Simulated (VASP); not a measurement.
# Ge in VASP: further runs

The runs below take Ge through single point, with LDA.

All numbers are computed with VASP 6.6.1; they aren't measurements. Logs are shortened: lines on timing, memory, paths and dates and some standing lists are left out, and cuts for length are marked.

### Step 1. The cell of the first run

The cell holds a slab with vacuum, 2 atoms: a = 3.895 Å, b = 3.895 Å, c = 28.000 Å, α = 90.00°, β = 90.00°, γ = 120.00°.

### Step 2. Single point, LDA

Contents of INCAR:

```
SYSTEM = Ge
PREC = Accurate
ENCUT = 520
EDIFF = 1E-6
ISMEAR = 0
SIGMA = 0.1
LREAL = .FALSE.
LASPH = .TRUE.
NELM = 60
ALGO = Normal
ISIF = 2
LWAVE = .FALSE.
LCHARG = .FALSE.
LDIPOL = .TRUE.
IDIPOL = 3
DIPOL = 0.5 0.5 0.500
GGA = CA
NBANDS = 21
```

Contents of KPOINTS:

```
regular mesh
0
G
  12 12 1
  0 0 0
```

Contents of POSCAR:

```
Ge
1.0
    3.8950000000      0.0000000000      0.0000000000
   -1.9475000000      3.3731689477      0.0000000000
    0.0000000000      0.0000000000     28.0000000000
Ge
2
Direct
    0.3333333333      0.6666666667      0.5153035714
    0.6666666667      0.3333333333      0.4846964286
```

Potentials or basis: VASP PAW LDA potentials, release 64 (Ge_d).

Started as:

```sh
> cat potpaw_LDA.64/Ge_d/POTCAR > POTCAR
> mpirun -np 1 vasp_std > vasp.out
```

OUTCAR:

```text
SYSTEM = Ge
   PREC = Accurate
   ENCUT = 520
   EDIFF = 1E-6
   ISMEAR = 0
   LREAL = .FALSE.
   LASPH = .TRUE.
   NELM = 60
   ISIF = 2
   GGA = CA

 ion  position               nearest neighbor table
   1  0.333  0.667  0.515-   2 2.41   2 2.41   2 2.41
   2  0.667  0.333  0.485-   1 2.41   1 2.41   1 2.41

  LATTYP: Found a hexagonal cell.
 ALAT       =     3.8950000000
 C/A-ratio  =     7.1887034660

  Lattice vectors:

 A1 = (   3.8950000000,   0.0000000000,   0.0000000000)
 A2 = (  -1.9475000000,   3.3731689477,   0.0000000000)
 A3 = (   0.0000000000,   0.0000000000,  28.0000000000)

Analysis of symmetry for initial positions (statically):
=====================================================================
 Subroutine PRICEL returns:
 Original cell was already a primitive cell.

 Routine SETGRP: Setting up the symmetry group for a
 hexagonal supercell.

 Subroutine GETGRP returns: Found 12 space group operations
 (whereof 12 operations were pure point group operations)
 out of a pool of 24 trial point group operations.

The static configuration has the point symmetry D_3d.

Analysis of symmetry for dynamics (positions and initial velocities):
=====================================================================
 Subroutine PRICEL returns:
 Original cell was already a primitive cell.

 Routine SETGRP: Setting up the symmetry group for a
 hexagonal supercell.

 Subroutine GETGRP returns: Found 12 space group operations
 (whereof 12 operations were pure point group operations)
 out of a pool of 24 trial point group operations.

The dynamic configuration has the point symmetry D_3d.

 Subroutine INISYM returns: Found 12 space group operations
 (whereof 12 operations are pure point group operations),
 and found     1 'primitive' translations

----------------------------------------------------------------------------------------

                                     Primitive cell

  volume of cell :     367.8778

  direct lattice vectors                    reciprocal lattice vectors
     3.895000000  0.000000000  0.000000000     0.256739409  0.148228567  0.000000000
    -1.947500000  3.373168948  0.000000000     0.000000000  0.296457134  0.000000000
     0.000000000  0.000000000 28.000000000     0.000000000  0.000000000  0.035714286

  length of vectors
     3.895000000  3.895000000 28.000000000     0.296457134  0.296457134  0.035714286

  position of ions in fractional coordinates (direct lattice)
     0.333333333  0.666666667  0.515303571
     0.666666667  0.333333333  0.484696429

  ion indices of the primitive-cell ions
   primitive index   ion index
                 1           1
                 2           2

----------------------------------------------------------------------------------------

 KPOINTS: regular mesh

Automatic generation of k-mesh.
 Grid dimensions read from file:
 generate k-points for:   12   12    1

 Generating k-lattice:

  Cartesian coordinates                     Fractional coordinates (reciprocal lattice)
     0.021394951  0.012352381  0.000000000     0.083333333  0.000000000  0.000000000
     0.000000000  0.024704761  0.000000000     0.000000000  0.083333333  0.000000000
     0.000000000  0.000000000  0.035714286     0.000000000  0.000000000  1.000000000

  Length of vectors
     0.024704761  0.024704761  0.035714286

  Shift w.r.t. Gamma in fractional coordinates (k-lattice)
     0.000000000  0.000000000  0.000000000

 Subroutine IBZKPT returns following result:
 ===========================================

 Found     19 irreducible k-points:

 Following reciprocal coordinates:
            Coordinates               Weight
  0.000000  0.000000  0.000000      1.000000
  0.083333 -0.000000  0.000000      6.000000
  0.166667 -0.000000  0.000000      6.000000
  0.250000 -0.000000  0.000000      6.000000
  0.333333 -0.000000  0.000000      6.000000
  0.416667 -0.000000  0.000000      6.000000
[... 11 lines left out ...]
  0.333333  0.250000  0.000000     12.000000
  0.333333  0.333333  0.000000      2.000000
   k-points           NKPTS =     19   k-points in BZ     NKDIM =     19   number of bands    NBANDS=     21
   number of dos      NEDOS =    301   number of ions     NIONS =      2
   total plane-waves  NPLWV = 189000
   dimension x,y,z NGX =    30 NGY =   30 NGZ =  210
   dimension x,y,z NGXF=    60 NGYF=   60 NGZF=  420
   ions per type =               2
   NGX,Y,Z   is equivalent  to a cutoff of  12.80, 12.80, 12.47 a.u.
   NGXF,Y,Z  is equivalent  to a cutoff of  25.61, 25.61, 24.94 a.u.
 SYSTEM =  Ge
   PREC   = accura    normal or accurate (medium, high low for compatibility)
   ISTART =      0    job   : 0-new  1-cont  2-samecut
   ICHARG =      2    charge: 1-file 2-atom 10-const
   ISPIN  =      1    spin polarized calculation?
   LNONCOLLINEAR =      F non collinear calculations
   LSORBIT =      F    spin-orbit coupling
   LASPH  =      T    aspherical Exc in radial PAW
   ENCUT  =  520.0 eV  38.22 Ry    6.18 a.u.   7.24  7.24 52.06*2*pi/ulx,y,z
   NELM   =     60;   NELMIN=  2; NELMDL= -5     # of ELM steps
   EDIFF  = 0.1E-05   stopping-criterion for ELM
   LREAL  =      F    real-space projection
   EDIFFG = 0.1E-04   stopping-criterion for IOM
   NSW    =      0    number of steps for IOM
   IBRION =     -1    ionic relax: 0-MD 1-quasi-New 2-CG
   NFREE  =      0    steps in history (QN), initial steepest desc. (CG)
   ISIF   =      2    stress and relaxation
   ISYM   =      2    0-nonsym 1-usesym 2-fastsym
   POTIM  = 0.5000    time-step for ionic-motion
   TEBEG  =    0.0;   TEEND  =   0.0 temperature during run
   PSTRESS=    0.0 pullay stress
   NELECT =      28.0000    total number of electrons
   NUPDOWN=      -1.0000    fix difference up-down
   EMIN   =  10.00;   EMAX   =-10.00  energy-range for DOS
   EFERMI =   0.00;   METHOD = LEGACY
   ISMEAR =     0;   SIGMA  =   0.10  broadening in eV -4-tet -1-fermi 0-gaus
   EFERMI_NEDOS =   21; number of points for ismear=-14 and -15
   IALGO  =     38    algorithm
   IMIX   =      4    mixing-type and parameters
     AMIX     =   0.40;   BMIX     =  1.00
     AMIX_MAG =   1.60;   BMIX_MAG =  1.00
  volume/ion in A,a.u.               =     183.94      1241.28
  Fermi-wavevector in a.u.,A,eV,Ry     =   0.693787  1.311068  6.549038  0.481341
  Thomas-Fermi vector in A             =   1.776099
   LORBIT       =      0    0 simple, 1 ext, 2 COOP (PROOUT), +10 PAW based schemes
   GGA     = CA    functional components
   LHFCALC =     F    Hartree Fock is set to
   AEXX    =    0.0000 exact exchange contribution
   IVDW    =     0    specifies the selected vdW correction
   LEPSILON=     F    determine dielectric tensor
   LRPA    =     F    only Hartree local field effects (RPA)
 non-spin polarized calculation
 Gauss-broadening in eV      SIGMA  =   0.10
  energy-cutoff  :      520.00
  volume of cell :      367.88
 maximum number of plane-waves:      9939
 NGX is ok and might be reduce to    30
   NGX = 15   NGY = 15   NGZ =105

 dipolmoment           0.000000      0.000000      0.000000 electrons x Angstroem

 number of electron      27.9999991 magnetization

 dipolmoment           0.000000      0.000000     -0.000000 electrons x Angstroem

 Free energy of the ion-electron system (eV)
  ---------------------------------------------------
  ext. energy  EPLUGINS =         0.00000000
  ---------------------------------------------------
  free energy    TOTEN  =        -9.06680572 eV

  energy without entropy =       -9.06567502  energy(sigma->0) =       -9.06624037

 E-fermi :  -3.4188     XC(G=0):  -1.7717

 val. band max:       -3.5328494350   @ k =   0.0833  -0.0000   0.0000
 cond. band min:      -3.3482323689   @ k =   0.0000   0.0000   0.0000
 fundamental gap:      0.1846170660
 Fermi energy:        -3.4187938502

 k-point     1 :       0.0000    0.0000    0.0000
  band No.  band energies     occupation
      1     -27.9754      2.00000
      2     -27.9754      2.00000
      3     -27.8922      2.00000
      4     -27.8922      2.00000
      5     -27.8597      2.00000
      6     -27.8550      2.00000
[... 13 lines left out ...]
     20       1.0566      0.00000
     21       1.5303      0.00000

 k-point     2 :       0.0833   -0.0000    0.0000
  band No.  band energies     occupation
      1     -27.9765      2.00000
      2     -27.9760      2.00000
      3     -27.8947      2.00000
      4     -27.8886      2.00000
      5     -27.8551      2.00000
      6     -27.8512      2.00000
[... 13 lines left out ...]
     20       1.1498      0.00000
     21       1.5175      0.00000

 k-point     3 :       0.1667   -0.0000    0.0000
  band No.  band energies     occupation
      1     -27.9780      2.00000
      2     -27.9772      2.00000
      3     -27.9017      2.00000
      4     -27.8789      2.00000
      5     -27.8494      2.00000
      6     -27.8353      2.00000
[... 13 lines left out ...]
     20       1.8021      0.00000
     21       1.8996      0.00000

 k-point     4 :       0.2500   -0.0000    0.0000
  band No.  band energies     occupation
      1     -27.9778      2.00000
      2     -27.9767      2.00000
      3     -27.9108      2.00000
      4     -27.8658      2.00000
      5     -27.8476      2.00000
      6     -27.8107      2.00000
[... 13 lines left out ...]
     20       2.3359      0.00000
     21       2.4601      0.00000

 k-point     5 :       0.3333   -0.0000    0.0000
  band No.  band energies     occupation
      1     -27.9775      2.00000
      2     -27.9712      2.00000
      3     -27.9207      2.00000
      4     -27.8522      2.00000
      5     -27.8497      2.00000
      6     -27.7840      2.00000
[... 13 lines left out ...]
     20       2.9387      0.00000
     21       3.0566      0.00000

 k-point     6 :       0.4167   -0.0000    0.0000
  band No.  band energies     occupation
      1     -27.9768      2.00000
      2     -27.9624      2.00000
      3     -27.9309      2.00000
      4     -27.8538      2.00000
      5     -27.8410      2.00000
      6     -27.7615      2.00000
[... 13 lines left out ...]
     20       3.3231      0.00000
     21       3.4443      0.00000

 k-point     7 :       0.5000   -0.0000    0.0000
  band No.  band energies     occupation
      1     -27.9765      2.00000
      2     -27.9562      2.00000
      3     -27.9372      2.00000
      4     -27.8559      2.00000
      5     -27.8363      2.00000
      6     -27.7622      2.00000
[... 13 lines left out ...]
     20       3.8827      0.00000
     21       4.0558      0.00000
[... 171 lines left out ...]
      1     -27.9831      2.00000
      2     -27.9604      2.00000
      3     -27.9340      2.00000
      4     -27.8413      2.00000
      5     -27.8244      2.00000
      6     -27.7704      2.00000
[... 13 lines left out ...]
     20       3.6395      0.00000
     21       3.8330      0.00000

 k-point    16 :       0.4167    0.1667    0.0000
  band No.  band energies     occupation
      1     -27.9830      2.00000
      2     -27.9553      2.00000
      3     -27.9407      2.00000
      4     -27.8303      2.00000
      5     -27.8301      2.00000
      6     -27.7694      2.00000
[... 13 lines left out ...]
     20       4.3267      0.00000
     21       4.4833      0.00000

 k-point    17 :       0.2500    0.2500    0.0000
  band No.  band energies     occupation
      1     -27.9852      2.00000
      2     -27.9615      2.00000
      3     -27.9330      2.00000
      4     -27.8408      2.00000
      5     -27.8124      2.00000
      6     -27.7772      2.00000
[... 13 lines left out ...]
     20       3.3341      0.00000
     21       3.5760      0.00000

 k-point    18 :       0.3333    0.2500    0.0000
  band No.  band energies     occupation
      1     -27.9862      2.00000
      2     -27.9551      2.00000
      3     -27.9425      2.00000
      4     -27.8271      2.00000
      5     -27.8091      2.00000
      6     -27.7725      2.00000
[... 13 lines left out ...]
     20       4.1988      0.00000
     21       4.2785      0.00000

 k-point    19 :       0.3333    0.3333    0.0000
  band No.  band energies     occupation
      1     -27.9873      2.00000
      2     -27.9495      2.00000
      3     -27.9495      2.00000
      4     -27.8212      2.00000
      5     -27.8009      2.00000
      6     -27.7658      2.00000
[... 13 lines left out ...]
     20       4.0643      0.00000
     21       4.0643      0.00000

------------------------ aborting loop because EDIFF is reached ----------------------------------------

 vacuum level on the upper side and lower side of the slab       (xc-potential included)        -0.007        -0.007

  FORCE on cell =-STRESS in cart. coord.  units (eV):
  Direction    XX          YY          ZZ          XY          YZ          ZX
  --------------------------------------------------------------------------------------
  -------------------------------------------------------------------------------------
  Total        0.1873964      0.1873964     -0.6975081      0.0000000      0.0000000      0.0000000
  in kB        0.8161469      0.8161469     -3.0377793      0.0000000      0.0000000      0.0000000
  external PRESSURE =      -0.4684952 kB  Pullay stress =       0.0000000 kB

 VOLUME and BASIS-vectors are now :
 -----------------------------------------------------------------------------
  energy-cutoff  :      520.00
  volume of cell :      367.88
      direct lattice vectors                 reciprocal lattice vectors
     3.895000000  0.000000000  0.000000000     0.256739409  0.148228567  0.000000000
    -1.947500000  3.373168948  0.000000000     0.000000000  0.296457134  0.000000000
     0.000000000  0.000000000 28.000000000     0.000000000  0.000000000  0.035714286

 POSITION                                       TOTAL-FORCE (eV/Angst)
 -----------------------------------------------------------------------------------
     -0.00000      2.24878     14.42850         0.000000      0.000000     -0.806803
      1.94750      1.12439     13.57150        -0.000000     -0.000000      0.806803
 -----------------------------------------------------------------------------------
    total drift:                                0.000000     -0.000000     -0.000000

  FREE ENERGIE OF THE ION-ELECTRON SYSTEM (eV)
  ---------------------------------------------------
  free  energy   TOTEN  =        -9.0668057204 eV

  energy  without entropy=       -9.0656750168  energy(sigma->0) =       -9.06624037

 vacuum level on the upper side and lower side of the slab         1.083         1.083
```

It took 3.8 min on 1 thread of Intel Xeon 6975P-C, shared host; peak memory 0.39 GiB.

What came out:

| Item | Value |
| --- | --- |
| Free energy | -9.0668 eV |
| Largest force | 0.807 eV/Å |
| Band gap on the k mesh | zero (band 14 reaches -3.35 eV, above the bottom of band 15 at -3.67 eV) |

Forces on the atoms (eV/Å):
```
Ge   0.000  0.000 -0.807
Ge   0.000  0.000  0.807
```

Levels at points of the mesh, in eV from the Fermi level:
```tsv
k point	band 11	band 12	band 13	band 14	band 15	band 16	band 17	band 18
(0.00, 0.00, 0.00)	-11.49	-4.03	0.07	0.07	1.53	1.69	4.24	4.24
(0.50, 0.00, 0.00)	-9.24	-7.36	-1.65	-1.48	0.36	2.06	5.05	6.28
```

(Continued in part 2 of 2.)
